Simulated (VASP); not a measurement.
# Ag (Fm-3m) in VASP: further runs, part 2 of 2

VASP 6.6.1. Earlier steps stand in the parts before.

## Step 4: Relaxation of cell and atoms, LDA

INCAR reads:

```
SYSTEM = Ag
PREC = Accurate
ENCUT = 600
EDIFF = 1E-6
ISMEAR = -1
SIGMA = 0.05
LREAL = .False.
LASPH = .True.
NELM = 100
ALGO = Normal
ISIF = 3
LWAVE = .False.
LCHARG = .False.
GGA = CA
IBRION = 2
NSW = 100
EDIFFG = -0.005
```

KPOINTS reads:

```
regular mesh
0
Gamma
  14 14 14
  0 0 0
```

POSCAR reads:

```
Ag
1.0
    0.0000000000      2.0696313722      2.0696313722
    2.0696313722      0.0000000000      2.0696313722
    2.0696313722      2.0696313722      0.0000000000
Ag
1
Direct
    0.0000000000      0.0000000000      0.0000000000
```

Potentials or basis: VASP PAW LDA potentials, release 64 (Ag).

The run is started by

```bash
> cat potpaw_LDA.64/Ag/POTCAR > POTCAR
> mpirun -np 1 vasp_std > vasp.out
```

OUTCAR:

```text
SYSTEM = Ag
   PREC = Accurate
   ENCUT = 600
   EDIFF = 1E-6
   ISMEAR = -1
   LREAL = .False.
   LASPH = .True.
   NELM = 100
   ISIF = 3
   GGA = CA
   IBRION = 2
   NSW = 100
   EDIFFG = -0.005

 ion  position               nearest neighbor table
   1  0.000  0.000  0.000-

  LATTYP: Found a face centered cubic cell.
 ALAT       =     4.1392627444

  Lattice vectors:

 A1 = (   0.0000000000,   2.0696313722,   2.0696313722)
 A2 = (   2.0696313722,   0.0000000000,   2.0696313722)
 A3 = (   2.0696313722,   2.0696313722,   0.0000000000)

Analysis of symmetry for initial positions (statically):
=====================================================================
 Subroutine PRICEL returns:
 Original cell was already a primitive cell.

 Routine SETGRP: Setting up the symmetry group for a
 face centered cubic supercell.

 Subroutine GETGRP returns: Found 48 space group operations
 (whereof 48 operations were pure point group operations)
 out of a pool of 48 trial point group operations.

The static configuration has the point symmetry O_h .

Analysis of symmetry for dynamics (positions and initial velocities):
=====================================================================
 Subroutine PRICEL returns:
 Original cell was already a primitive cell.

 Routine SETGRP: Setting up the symmetry group for a
 face centered cubic supercell.

 Subroutine GETGRP returns: Found 48 space group operations
 (whereof 48 operations were pure point group operations)
 out of a pool of 48 trial point group operations.

The dynamic configuration has the point symmetry O_h .

 Subroutine INISYM returns: Found 48 space group operations
 (whereof 48 operations are pure point group operations),
 and found     1 'primitive' translations

----------------------------------------------------------------------------------------

                                     Primitive cell

  volume of cell :      17.7300

  direct lattice vectors                    reciprocal lattice vectors
     0.000000000  2.069631372  2.069631372    -0.241588916  0.241588916  0.241588916
     2.069631372  0.000000000  2.069631372     0.241588916 -0.241588916  0.241588916
     2.069631372  2.069631372  0.000000000     0.241588916  0.241588916 -0.241588916

  length of vectors
     2.926900756  2.926900756  2.926900756     0.418444277  0.418444277  0.418444277

  position of ions in fractional coordinates (direct lattice)
     0.000000000  0.000000000  0.000000000

  ion indices of the primitive-cell ions
   primitive index   ion index
                 1           1

----------------------------------------------------------------------------------------

 KPOINTS: regular mesh

Automatic generation of k-mesh.
 Grid dimensions read from file:
 generate k-points for:   14   14   14

 Generating k-lattice:

  Cartesian coordinates                     Fractional coordinates (reciprocal lattice)
    -0.017256351  0.017256351  0.017256351     0.071428571  0.000000000  0.000000000
     0.017256351 -0.017256351  0.017256351     0.000000000  0.071428571  0.000000000
     0.017256351  0.017256351 -0.017256351     0.000000000  0.000000000  0.071428571

  Length of vectors
     0.029888877  0.029888877  0.029888877

  Shift w.r.t. Gamma in fractional coordinates (k-lattice)
     0.000000000  0.000000000  0.000000000

 Subroutine IBZKPT returns following result:
 ===========================================

 Found    104 irreducible k-points:

 Following reciprocal coordinates:
            Coordinates               Weight
  0.000000  0.000000  0.000000      1.000000
  0.071429  0.000000  0.000000      8.000000
  0.142857  0.000000  0.000000      8.000000
  0.214286  0.000000  0.000000      8.000000
  0.285714  0.000000  0.000000      8.000000
  0.357143  0.000000  0.000000      8.000000
[... 16 lines left out ...]
  0.214286  0.142857  0.000000     24.000000
  0.285714  0.142857  0.000000     24.000000
 [... further k-points ...]
   k-points           NKPTS =    104   k-points in BZ     NKDIM =    104   number of bands    NBANDS=      9
   number of dos      NEDOS =    301   number of ions     NIONS =      1
   total plane-waves  NPLWV =  13824
   dimension x,y,z NGX =    24 NGY =   24 NGZ =   24
   dimension x,y,z NGXF=    48 NGYF=   48 NGZF=   48
   ions per type =               1
   NGX,Y,Z   is equivalent  to a cutoff of  13.63, 13.63, 13.63 a.u.
   NGXF,Y,Z  is equivalent  to a cutoff of  27.26, 27.26, 27.26 a.u.
 SYSTEM =  Ag
   PREC   = accura    normal or accurate (medium, high low for compatibility)
   ISTART =      0    job   : 0-new  1-cont  2-samecut
   ICHARG =      2    charge: 1-file 2-atom 10-const
   ISPIN  =      1    spin polarized calculation?
   LNONCOLLINEAR =      F non collinear calculations
   LSORBIT =      F    spin-orbit coupling
   LASPH  =      T    aspherical Exc in radial PAW
   ENCUT  =  600.0 eV  44.10 Ry    6.64 a.u.   5.85  5.85  5.85*2*pi/ulx,y,z
   NELM   =    100;   NELMIN=  2; NELMDL= -5     # of ELM steps
   EDIFF  = 0.1E-05   stopping-criterion for ELM
   LREAL  =      F    real-space projection
   EDIFFG = -.5E-02   stopping-criterion for IOM
   NSW    =    100    number of steps for IOM
   IBRION =      2    ionic relax: 0-MD 1-quasi-New 2-CG
   NFREE  =      1    steps in history (QN), initial steepest desc. (CG)
   ISIF   =      3    stress and relaxation
   ISYM   =      2    0-nonsym 1-usesym 2-fastsym
   POTIM  = 0.5000    time-step for ionic-motion
   TEBEG  =    0.0;   TEEND  =   0.0 temperature during run
   PSTRESS=    0.0 pullay stress
   NELECT =      11.0000    total number of electrons
   NUPDOWN=      -1.0000    fix difference up-down
   EMIN   =  10.00;   EMAX   =-10.00  energy-range for DOS
   EFERMI =   0.00;   METHOD = LEGACY
   ISMEAR =    -1;   SIGMA  =   0.05  broadening in eV -4-tet -1-fermi 0-gaus
   EFERMI_NEDOS =   21; number of points for ismear=-14 and -15
   IALGO  =     38    algorithm
   IMIX   =      4    mixing-type and parameters
     AMIX     =   0.40;   BMIX     =  1.00
     AMIX_MAG =   1.60;   BMIX_MAG =  1.00
  volume/ion in A,a.u.               =      17.73       119.65
  Fermi-wavevector in a.u.,A,eV,Ry     =   1.396270  2.638568 26.525508  1.949570
  Thomas-Fermi vector in A             =   2.519641
   LORBIT       =      0    0 simple, 1 ext, 2 COOP (PROOUT), +10 PAW based schemes
   GGA     = CA    functional components
   LHFCALC =     F    Hartree Fock is set to
   AEXX    =    0.0000 exact exchange contribution
   IVDW    =     0    specifies the selected vdW correction
   LEPSILON=     F    determine dielectric tensor
   LRPA    =     F    only Hartree local field effects (RPA)
 conjugate gradient relaxation of ions
 non-spin polarized calculation
  energy-cutoff  :      600.00
  volume of cell :       17.73
 maximum number of plane-waves:       609
   NGX = 11   NGY = 11   NGZ = 11

--------------------------------------- Ionic step        1  -------------------------------------------

 number of electron      10.9999999 magnetization

 Free energy of the ion-electron system (eV)
  ---------------------------------------------------
  ext. energy  EPLUGINS =         0.00000000
  ---------------------------------------------------
  free energy    TOTEN  =        -3.72100499 eV

  energy without entropy =       -3.71847808  energy(sigma->0) =       -3.71974154

------------------------ aborting loop because EDIFF is reached ----------------------------------------

  FORCE on cell =-STRESS in cart. coord.  units (eV):
  Direction    XX          YY          ZZ          XY          YZ          ZX
  --------------------------------------------------------------------------------------
  -------------------------------------------------------------------------------------
  Total       -1.1556482     -1.1556482     -1.1556482      0.0000000      0.0000000     -0.0000000
  in kB     -104.4304723   -104.4304723   -104.4304723      0.0000000      0.0000000     -0.0000000
  external PRESSURE =    -104.4304723 kB  Pullay stress =       0.0000000 kB
[... 20 lines left out ...]
  energy  without entropy=       -3.7184780830  energy(sigma->0) =       -3.71974154

--------------------------------------- Ionic step        2  -------------------------------------------

 number of electron      10.9999999 magnetization

 E-fermi :  10.1519     XC(G=0): -13.3828

 val. band max:       10.0325413003   @ k =   0.5000   0.2857   0.1429
 cond. band min:      10.2327978906   @ k =   0.5000   0.2143   0.0714
 fundamental gap:      0.2002565903
 Fermi energy:        10.1519039505

 k-point     1 :       0.0000    0.0000    0.0000
  band No.  band energies     occupation
      1       1.3036      2.00000
      2       4.8557      2.00000
      3       4.8557      2.00000
      4       4.8557      2.00000
      5       6.1874      2.00000
      6       6.1874      2.00000
      7      26.3928      0.00000
      8      30.7019      0.00000
      9      30.7019      0.00000
[... 413 lines left out ...]
  energy  without entropy=       -3.7816824823  energy(sigma->0) =       -3.78250319

--------------------------------------- Ionic step        6  -------------------------------------------

 number of electron      11.0000002 magnetization

 Free energy of the ion-electron system (eV)
  ---------------------------------------------------
  ext. energy  EPLUGINS =         0.00000000
  ---------------------------------------------------
  free energy    TOTEN  =        -3.78332790 eV

  energy without entropy =       -3.78169066  energy(sigma->0) =       -3.78250928

 E-fermi :   8.9751     XC(G=0): -12.9509

 val. band max:        8.8352921519   @ k =   0.5000   0.2857   0.1429
 cond. band min:       9.0596234058   @ k =   0.5000   0.2143   0.0714
 fundamental gap:      0.2243312538
 Fermi energy:         8.9751411673

 k-point     1 :       0.0000    0.0000    0.0000
  band No.  band energies     occupation
      1       0.7522      2.00000
      2       4.0362      2.00000
      3       4.0362      2.00000
      4       4.0362      2.00000
      5       5.2120      2.00000
      6       5.2120      2.00000
      7      25.1818      0.00000
      8      29.0575      0.00000
      9      29.0575      0.00000
[... 304 lines left out ...]
  FREE ENERGIE OF THE ION-ELECTRON SYSTEM (eV)
  ---------------------------------------------------
  free  energy   TOTEN  =        -3.7833278951 eV

  energy  without entropy=       -3.7816906620  energy(sigma->0) =       -3.78250928

 reached required accuracy - stopping structural energy minimisation
```

CONTCAR:

```text
Ag
   1.00000000000000
     0.0000000000000000    2.0011931733765778    2.0011931733765778
     2.0011931733765778    0.0000000000000000    2.0011931733765778
     2.0011931733765778    2.0011931733765778    0.0000000000000000
  Ag
     1
Direct
     0.0000000000000000    0.0000000000000000    1.0000000000000000

  0.00000000E+00  0.00000000E+00  0.00000000E+00
```

It used 39 s of CPU time on 1 thread of AMD EPYC 7R13 Processor (Zen 3), with other jobs on the host.

What came out:

```yaml
Free_energy: -3.7833 eV
Relaxed_volume: 16.03 Å³/atom
Relaxed_cell: a = 2.830 Å, b = 2.830 Å, c = 2.830 Å, α = 60.00°, β = 60.00°, γ = 60.00°
Space_group_after_relaxing_to_0.05_Å: Fm-3m (No. 225)
Energy_gained_by_relaxing: 62.3 meV/atom
Ionic_steps: 6
Pressure_after_relaxing: 0.0 GPa
```

The path:
| step | energy change (eV) | largest force (eV/Å) | pressure (GPa) | volume (Å³) |
| --- | --- | --- | --- | --- |
| 1 | 0.0000 | 0.0000 | -10.44 | 17.73 |
| 2 | -0.0237 | 0.0000 | 12.14 | 14.93 |
| 3 | -0.0623 | 0.0000 | -0.13 | 16.04 |
| 4 | -0.0623 | 0.0000 | 0.14 | 16.01 |
| 5 | -0.0623 | 0.0000 | -0.09 | 16.04 |
| 6 | -0.0623 | 0.0000 | -0.02 | 16.03 |

Final structure:
```yaml
crystal:
  lattice:
    - [0.00000, 2.00119, 2.00119]
    - [2.00119, 0.00000, 2.00119]
    - [2.00119, 2.00119, 0.00000]
  atoms:
    - { symbol: Ag, position: [0.00000, 0.00000, 0.00000] }
```

Levels at points of the mesh, in eV from the Fermi level:
```
           k point  band 3  band 4  band 5  band 6  band 7  band 8  band 9
(0.00, 0.00, 0.00)   -4.94   -4.94   -3.76   -3.76   16.21   20.08   20.08
(0.50, 0.00, 0.00)   -4.96   -2.87   -2.87   -0.54    4.00   15.47   18.43
(0.50, 0.50, 0.00)   -2.90   -2.63   -2.63    1.55    7.29   10.94   10.94
```
